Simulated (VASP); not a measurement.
Input of a VASP 6.6.1 run:

Contents of INCAR:

```
  PREC = Accurate
  ENCUT = 520
  EDIFF = 1E-6
  ISMEAR = 0
  SIGMA = 0.1
  LREAL = False
  LASPH = True
  NELM = 60
  ALGO = Normal
  ISIF = 2
  LWAVE = False
  LCHARG = True
  GGA = PE
  LELF = True
  LVHAR = True
  NBANDS = 11
```

Contents of KPOINTS:

```
Automatic mesh
0
Gamma
  6 6 4
```

POSCAR

```
Mg2C
1.0
    3.2456201300      0.0000000000      0.0000000000
    0.0000000000      3.2456201300      0.0000000000
    0.0000000000      0.0000000000      4.5900000000
Mg C
2 1
Direct
    0.0000000000      0.0000000000      0.0000000000
    0.5000000000      0.5000000000      0.5000000000
    0.0000000000      0.0000000000      0.5000000000
```

Potentials or basis: VASP PAW PBE potentials, release 64 (Mg, C).

Run with:

```console
$ cat potpaw_PBE.64/Mg/POTCAR potpaw_PBE.64/C/POTCAR > POTCAR
$ mpirun -np 1 vasp_std > vasp.out
```

(1) What does it give for the band gap on the k mesh?

(2) What does it give for the pressure?

## Answers

(1) zero (bands 4 and 5 overlap by 1.03 eV).

(2) -2.6 GPa.

Caveat: the cell differs from its parent crystal (atoms taken out).
